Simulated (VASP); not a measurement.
# TiSi2 (Fddd) in VASP: notebook, part 2 of 3

VASP 6.6.1.

### Step 3. Electric field gradients, PBEsol (volume scaled by 0.98)

File INCAR:

```
PREC = Accurate
ENCUT = 520
EDIFF = 1E-8
ISMEAR = -1
SIGMA = 0.08
LREAL = False
LASPH = True
NELM = 60
ALGO = Normal
ISIF = 2
LWAVE = False
LCHARG = False
GGA = PS
LEFG = True
NBANDS = 29
```

File KPOINTS:

```
regular mesh
0
Gamma
  8 8 8
```

File POSCAR:

```
TiSi2
1.0
    0.0000000000      4.0903615834      4.2328984671
    2.3704827389      0.0000000000      4.2328984671
    2.3704827389      4.0903615834      0.0000000000
Ti Si
2 4
Direct
    0.7500000000      0.7500000000      0.7500000000
    0.5000000000      0.5000000000      0.5000000000
    0.0830000000      0.4170000000      0.0830000000
    0.4170000000      0.0830000000      0.4170000000
    0.1670000000      0.8330000000      0.1670000000
    0.8330000000      0.1670000000      0.8330000000
```

Potentials or basis: VASP PAW PBE potentials, release 64 (Ti_sv, Si).

Command:

```console
> cat potpaw_PBE.64/Ti_sv/POTCAR potpaw_PBE.64/Si/POTCAR > POTCAR
> mpirun -np 1 vasp_std > vasp.out
```

OUTCAR:

```text
PREC = Accurate
   ENCUT = 520
   EDIFF = 1E-8
   ISMEAR = -1
   LREAL = False
   LASPH = True
   NELM = 60
   ISIF = 2
   GGA = PS

 ion  position               nearest neighbor table
   1  0.750  0.750  0.750-   6 2.52   5 2.52   6 2.52   5 2.52   3 2.72   4 2.72   4 2.74   4 2.74
                             3 2.74   3 2.74
   2  0.500  0.500  0.500-   3 2.52   4 2.52   3 2.52   4 2.52   5 2.72   6 2.72   5 2.74   5 2.74
                             6 2.74   6 2.74
   3  0.083  0.417  0.083-   2 2.52   2 2.52   5 2.52   5 2.52   1 2.72   4 2.73   4 2.73   4 2.73
                             1 2.74   1 2.74
   4  0.417  0.083  0.417-   2 2.52   2 2.52   6 2.52   6 2.52   1 2.72   3 2.73   3 2.73   3 2.73
                             1 2.74   1 2.74
   5  0.167  0.833  0.167-   1 2.52   1 2.52   3 2.52   3 2.52   2 2.72   6 2.73   6 2.73   6 2.73
                             2 2.74   2 2.74
   6  0.833  0.167  0.833-   1 2.52   1 2.52   4 2.52   4 2.52   2 2.72   5 2.73   5 2.73   5 2.73
                             2 2.74   2 2.74

  LATTYP: Found a face centered orthorhombic cell.
 ALAT       =     4.7409654778
 B/A-ratio  =     1.7255394930
 C/A-ratio  =     1.7856693903

  Lattice vectors:

 A1 = (   0.0000000000,   4.0903615834,   4.2328984671)
 A2 = (   2.3704827389,   0.0000000000,   4.2328984671)
 A3 = (   2.3704827389,   4.0903615834,   0.0000000000)

Analysis of symmetry for initial positions (statically):
=====================================================================
 Subroutine PRICEL returns:
 Original cell was already a primitive cell.

 Routine SETGRP: Setting up the symmetry group for a
 face centered orthorhombic supercell.

 Subroutine GETGRP returns: Found  8 space group operations
 (whereof  4 operations were pure point group operations)
 out of a pool of  8 trial point group operations.

The static configuration has the point symmetry D_2 .
 The point group associated with its full space group is D_2h.

Analysis of symmetry for dynamics (positions and initial velocities):
=====================================================================
 Subroutine PRICEL returns:
 Original cell was already a primitive cell.

 Routine SETGRP: Setting up the symmetry group for a
 face centered orthorhombic supercell.

 Subroutine GETGRP returns: Found  8 space group operations
 (whereof  4 operations were pure point group operations)
 out of a pool of  8 trial point group operations.

The dynamic configuration has the point symmetry D_2 .
 The point group associated with its full space group is D_2h.

 Subroutine INISYM returns: Found  8 space group operations
 (whereof  4 operations are pure point group operations),
 and found     1 'primitive' translations

----------------------------------------------------------------------------------------

                                     Primitive cell

  volume of cell :      82.0855

  direct lattice vectors                    reciprocal lattice vectors
     0.000000000  4.090361583  4.232898467    -0.210927501  0.122238582  0.118122370
     2.370482739  0.000000000  4.232898467     0.210927501 -0.122238582  0.118122370
     2.370482739  4.090361583  0.000000000     0.210927501  0.122238582 -0.118122370

  length of vectors
[... 113 lines left out ...]
  Thomas-Fermi vector in A             =   2.420232
   LORBIT       =      0    0 simple, 1 ext, 2 COOP (PROOUT), +10 PAW based schemes
   GGA     = PS    functional components
   LHFCALC =     F    Hartree Fock is set to
   AEXX    =    0.0000 exact exchange contribution
   IVDW    =     0    specifies the selected vdW correction
   LEPSILON=     F    determine dielectric tensor
   LRPA    =     F    only Hartree local field effects (RPA)
 non-spin polarized calculation
  energy-cutoff  :      520.00
  volume of cell :       82.09
 maximum number of plane-waves:      2228
 NGX is ok and might be reduce to    48
   NGX = 21   NGY = 19   NGZ = 17

 number of electron      40.0000004 magnetization

 Free energy of the ion-electron system (eV)
  ---------------------------------------------------
  ext. energy  EPLUGINS =         0.00000000
  ---------------------------------------------------
  free energy    TOTEN  =       -43.69208010 eV

  energy without entropy =      -43.64973992  energy(sigma->0) =      -43.67091001

 E-fermi :  10.3754     XC(G=0): -11.9199

 val. band max:       10.3732140546   @ k =   0.3750   0.0000   0.3750
 cond. band min:      10.3810951940   @ k =  -0.1250   0.1250   0.1250
 fundamental gap:      0.0078811394
 Fermi energy:        10.3753769470

 k-point     1 :       0.0000    0.0000    0.0000
  band No.  band energies     occupation
      1     -45.5621      2.00000
      2     -45.5295      2.00000
      3     -22.0735      2.00000
      4     -22.0471      2.00000
      5     -21.9697      2.00000
      6     -21.9535      2.00000
[... 757 lines left out ...]
     28      14.4292      0.00000
     29      14.7685      0.00000

 [... further k-points ...]
[... 5 lines left out ...]
  --------------------------------------------------------------------------------------
  -------------------------------------------------------------------------------------
  Total        1.0458116      0.3444728      0.9203079      0.0000000      0.0000000      0.0000000
  in kB       20.4125711      6.7235582     17.9629381      0.0000000      0.0000000      0.0000000
  external PRESSURE =      15.0330225 kB  Pullay stress =       0.0000000 kB

 VOLUME and BASIS-vectors are now :
 -----------------------------------------------------------------------------
  energy-cutoff  :      520.00
  volume of cell :       82.09
      direct lattice vectors                 reciprocal lattice vectors
     0.000000000  4.090361583  4.232898467    -0.210927501  0.122238582  0.118122370
     2.370482739  0.000000000  4.232898467     0.210927501 -0.122238582  0.118122370
     2.370482739  4.090361583  0.000000000     0.210927501  0.122238582 -0.118122370

 POSITION                                       TOTAL-FORCE (eV/Angst)
 -----------------------------------------------------------------------------------
      3.55572      6.13554      6.34935         0.000000      0.000000      0.000000
      2.37048      4.09036      4.23290        -0.000000     -0.000000     -0.000000
      1.18524      0.67900      2.11645         0.000000      0.178004     -0.000000
      1.18524      3.41136      2.11645         0.000000     -0.178004     -0.000000
      2.37048      1.36618      4.23290         0.000000     -0.178004     -0.000000
      2.37048      6.81454      4.23290         0.000000      0.178004     -0.000000
 -----------------------------------------------------------------------------------
    total drift:                               -0.000000     -0.000000      0.000000

  FREE ENERGIE OF THE ION-ELECTRON SYSTEM (eV)
  ---------------------------------------------------
  free  energy   TOTEN  =       -43.6920801035 eV

  energy  without entropy=      -43.6497399223  energy(sigma->0) =      -43.67091001

 Electric field gradients (V/A^2)
---------------------------------------------------------------------
 ion       V_xx      V_yy      V_zz      V_xy      V_xz      V_yz
---------------------------------------------------------------------
   1      -2.657    10.062    -7.405    -0.002    -0.000     0.000
   2      -2.657    10.062    -7.405    -0.002    -0.000     0.000
   3       1.234    13.132   -14.366    -0.000    26.915     0.000
   4       1.234    13.132   -14.366    -0.000   -26.915    -0.000
   5       1.234    13.132   -14.366    -0.000    26.915     0.000
   6       1.234    13.132   -14.366    -0.000   -26.915    -0.000
---------------------------------------------------------------------

 Electric field gradients after diagonalization (V/A^2)
 (convention: |V_zz| > |V_xx| > |V_yy|)
----------------------------------------------------------------------
 ion       V_xx      V_yy      V_zz     asymmetry (V_yy - V_xx)/ V_zz
----------------------------------------------------------------------
   1      -7.405    -2.657    10.062       0.472
   2      -7.405    -2.657    10.062       0.472
   3      21.457    13.132   -34.589       0.241
   4      21.457    13.132   -34.589       0.241
   5      21.457    13.132   -34.589       0.241
   6      21.457    13.132   -34.589       0.241
----------------------------------------------------------------------

           NMR quadrupolar parameters

 Cq : quadrupolar parameter    Cq=e*Q*V_zz/h
 eta: asymmetry parameters     (V_yy - V_xx)/ V_zz
 Q  : nuclear electric quadrupole moment in mb (millibarn)
----------------------------------------------------------------------
 ion       Cq(MHz)       eta       Q (mb)
----------------------------------------------------------------------
   1       0.024       0.472       1.000
   2       0.024       0.472       1.000
   3      -0.084       0.241       1.000
   4      -0.084       0.241       1.000
   5      -0.084       0.241       1.000
   6      -0.084       0.241       1.000
----------------------------------------------------------------------
```

OSZICAR:

```text
N       E                     dE             d eps       ncg     rms          rms(c)
DAV:   1     0.389872614406E+03    0.38987E+03   -0.18826E+04  5510   0.147E+03
DAV:   2    -0.108264320077E+01   -0.39096E+03   -0.37993E+03  5540   0.432E+02
DAV:   3    -0.439304735128E+02   -0.42848E+02   -0.42003E+02  9261   0.120E+02
DAV:   4    -0.471012114807E+02   -0.31707E+01   -0.31538E+01  7775   0.294E+01
DAV:   5    -0.472953589993E+02   -0.19415E+00   -0.19409E+00  8410   0.629E+00    0.199E+01
DAV:   6    -0.442818188468E+02    0.30135E+01   -0.29896E+01  7796   0.404E+01    0.690E+00
DAV:   7    -0.437825400151E+02    0.49928E+00   -0.54954E+00  7419   0.178E+01    0.551E+00
DAV:   8    -0.437023862398E+02    0.80154E-01   -0.71656E-01  7576   0.668E+00    0.118E+00
DAV:   9    -0.436914686010E+02    0.10918E-01   -0.12206E-01  7442   0.298E+00    0.519E-01
DAV:  10    -0.436922647487E+02   -0.79615E-03   -0.52673E-03  7376   0.541E-01    0.226E-01
DAV:  11    -0.436921999420E+02    0.64807E-04   -0.43689E-03  8501   0.496E-01    0.153E-01
DAV:  12    -0.436920813813E+02    0.11856E-03   -0.97525E-04  7608   0.253E-01    0.136E-02
DAV:  13    -0.436920807312E+02    0.65010E-06   -0.26437E-05  6982   0.461E-02    0.154E-02
DAV:  14    -0.436920801670E+02    0.56424E-06   -0.26939E-06  7346   0.140E-02    0.335E-03
DAV:  15    -0.436920800378E+02    0.12914E-06   -0.86034E-07  8015   0.657E-03    0.572E-04
DAV:  16    -0.436920800745E+02   -0.36641E-07   -0.39495E-08  6685   0.136E-03    0.669E-04
DAV:  17    -0.436920801030E+02   -0.28513E-07   -0.71294E-09  4157   0.757E-04    0.228E-04
DAV:  18    -0.436920801035E+02   -0.54251E-09   -0.27015E-09  3999   0.333E-04
   1 F= -.43692080E+02 E0= -.43670910E+02  d E =-.423402E-01
```

Wall time 3.9 min (1 thread of Intel Xeon Platinum 8488C (Sapphire Rapids), shared host); peak memory 0.36 GiB.

What came out:

| Property | Result |
| --- | --- |
| Free energy | -43.6921 eV |
| Pressure | 1.5 GPa |
| Largest force | 0.178 eV/Å |
| Band gap on the k mesh | zero (band 20 reaches 11.09 eV, above the bottom of band 21 at 9.20 eV) |

Forces on the atoms (eV/Å):
```
Ti   0.000  0.000  0.000
Ti   0.000  0.000  0.000
Si   0.000  0.178  0.000
Si   0.000 -0.178  0.000
Si   0.000 -0.178  0.000
Si   0.000  0.178  0.000
```

Stress tensor (GPa, compression positive):
```
2.04 0.00 0.00
0.00 0.67 0.00
0.00 0.00 1.80
```

Electric field gradients, principal values (V/Å²):
```tsv
atom	least	middle	greatest (by size)
1 Ti	-2.657	-7.405	10.062
2 Ti	-2.657	-7.405	10.062
3 Si	13.132	21.457	-34.589
4 Si	13.132	21.457	-34.589
5 Si	13.132	21.457	-34.589
6 Si	13.132	21.457	-34.589
```

Caveat: without QUAD_EFG the Cq values of the log hold for a quadrupole moment of 1 mb, not for the nuclei; the PAW data sets were made with another functional, which shifts forces and pressure a little.

### Step 4. Electric field gradients, PBEsol (equal xx and yy strain of +3 %)

File INCAR:

```
PREC = Accurate ; ENCUT = 520
EDIFF = 1E-8 ; ISMEAR = -1
SIGMA = 0.08 ; LREAL = F
LASPH = T ; NELM = 80
ALGO = Normal ; ISIF = 2
LWAVE = F ; LCHARG = F
GGA = PS ; LEFG = T
NBANDS = 29
```

File KPOINTS:

```
Automatic mesh
0
Gamma
  8 8 8
```

Changes to POSCAR since step 3:

```diff
@@ -2,5 +2,5 @@
 1.0
-    0.0000000000      4.0903615834      4.2328984671
-    2.3704827389      0.0000000000      4.2328984671
-    2.3704827389      4.0903615834      0.0000000000
+    0.0000000000      4.2415400000      4.2615000000
+    2.4580950000      0.0000000000      4.2615000000
+    2.4580950000      4.2415400000      0.0000000000
 Ti Si
```

Potentials or basis: VASP PAW PBE potentials, release 64 (Ti_sv, Si).

Command:

```console
> cat potpaw_PBE.64/Ti_sv/POTCAR potpaw_PBE.64/Si/POTCAR > POTCAR
> mpirun -np 1 vasp_std > vasp.out
```

OUTCAR:

```text
PREC = Accurate
   ENCUT = 520
   EDIFF = 1E-8
   ISMEAR = -1
   LREAL = F
   LASPH = T
   NELM = 80
   ISIF = 2
   GGA = PS

 ion  position               nearest neighbor table
   1  0.750  0.750  0.750-   6 2.56   5 2.56   6 2.56   5 2.56   3 2.82   4 2.82   4 2.84   4 2.84
                             3 2.84   3 2.84
   2  0.500  0.500  0.500-   3 2.56   4 2.56   3 2.56   4 2.56   5 2.82   6 2.82   5 2.84   5 2.84
                             6 2.84   6 2.84
   3  0.083  0.417  0.083-   2 2.56   2 2.56   5 2.56   5 2.56   1 2.82   4 2.83   4 2.83   4 2.83
                             1 2.84   1 2.84
   4  0.417  0.083  0.417-   2 2.56   2 2.56   6 2.56   6 2.56   1 2.82   3 2.83   3 2.83   3 2.83
                             1 2.84   1 2.84
   5  0.167  0.833  0.167-   1 2.56   1 2.56   3 2.56   3 2.56   2 2.82   6 2.83   6 2.83   6 2.83
                             2 2.84   2 2.84
   6  0.833  0.167  0.833-   1 2.56   1 2.56   4 2.56   4 2.56   2 2.82   5 2.83   5 2.83   5 2.83
                             2 2.84   2 2.84

  LATTYP: Found a face centered orthorhombic cell.
 ALAT       =     4.9161900000
[... 997 lines left out ...]
 -----------------------------------------------------------------------------------
    total drift:                               -0.000000     -0.000000     -0.000000

  FREE ENERGIE OF THE ION-ELECTRON SYSTEM (eV)
  ---------------------------------------------------
  free  energy   TOTEN  =       -43.4950296667 eV

  energy  without entropy=      -43.4497385061  energy(sigma->0) =      -43.47238409

 Electric field gradients (V/A^2)
---------------------------------------------------------------------
 ion       V_xx      V_yy      V_zz      V_xy      V_xz      V_yz
---------------------------------------------------------------------
   1       3.523    17.441   -20.963     0.000    -0.000     0.000
   2       3.523    17.441   -20.963     0.000    -0.000     0.000
   3       3.994    16.283   -20.277    -0.000    28.729     0.000
   4       3.994    16.283   -20.277     0.000   -28.729     0.000
   5       3.994    16.283   -20.277    -0.000    28.729     0.000
   6       3.994    16.283   -20.277     0.000   -28.729     0.000
---------------------------------------------------------------------

 Electric field gradients after diagonalization (V/A^2)
 (convention: |V_zz| > |V_xx| > |V_yy|)
----------------------------------------------------------------------
 ion       V_xx      V_yy      V_zz     asymmetry (V_yy - V_xx)/ V_zz
----------------------------------------------------------------------
   1      17.441     3.523   -20.963       0.664
   2      17.441     3.523   -20.963       0.664
   3      23.046    16.283   -39.328       0.172
   4      23.046    16.283   -39.328       0.172
   5      23.046    16.283   -39.328       0.172
   6      23.046    16.283   -39.328       0.172
----------------------------------------------------------------------

           NMR quadrupolar parameters

 Cq : quadrupolar parameter    Cq=e*Q*V_zz/h
 eta: asymmetry parameters     (V_yy - V_xx)/ V_zz
 Q  : nuclear electric quadrupole moment in mb (millibarn)
----------------------------------------------------------------------
 ion       Cq(MHz)       eta       Q (mb)
----------------------------------------------------------------------
   1      -0.051       0.664       1.000
   2      -0.051       0.664       1.000
   3      -0.095       0.172       1.000
   4      -0.095       0.172       1.000
   5      -0.095       0.172       1.000
   6      -0.095       0.172       1.000
----------------------------------------------------------------------
```

It took 5.1 min on 1 thread of Intel Xeon Platinum 8488C (Sapphire Rapids), shared host; peak memory 0.37 GiB.

Results:

| Property | Result |
| --- | --- |
| Free energy | -43.4950 eV |
| Pressure | -8.4 GPa |
| Largest force | 0.114 eV/Å |
| Band gap on the k mesh | zero (band 20 reaches 10.06 eV, above the bottom of band 21 at 8.32 eV) |

Forces on the atoms (eV/Å):
```
Ti   0.000  0.000  0.000
Ti   0.000  0.000  0.000
Si   0.000  0.114  0.000
Si   0.000 -0.114  0.000
Si   0.000 -0.114  0.000
Si   0.000  0.114  0.000
```

Electric field gradients, principal values (V/Å²):
| atom | least | middle | greatest (by size) |
| --- | --- | --- | --- |
| 1 Ti | 3.523 | 17.441 | -20.963 |
| 2 Ti | 3.523 | 17.441 | -20.963 |
| 3 Si | 16.283 | 23.046 | -39.328 |
| 4 Si | 16.283 | 23.046 | -39.328 |
| 5 Si | 16.283 | 23.046 | -39.328 |
| 6 Si | 16.283 | 23.046 | -39.328 |

Caveat: the cell differs from its parent crystal (equal xx and yy strain of +3 %); without QUAD_EFG the Cq values of the log hold for a quadrupole moment of 1 mb, not for the nuclei; the PAW data sets were made with another functional, which shifts forces and pressure a little.

[end of part 2 of 3]
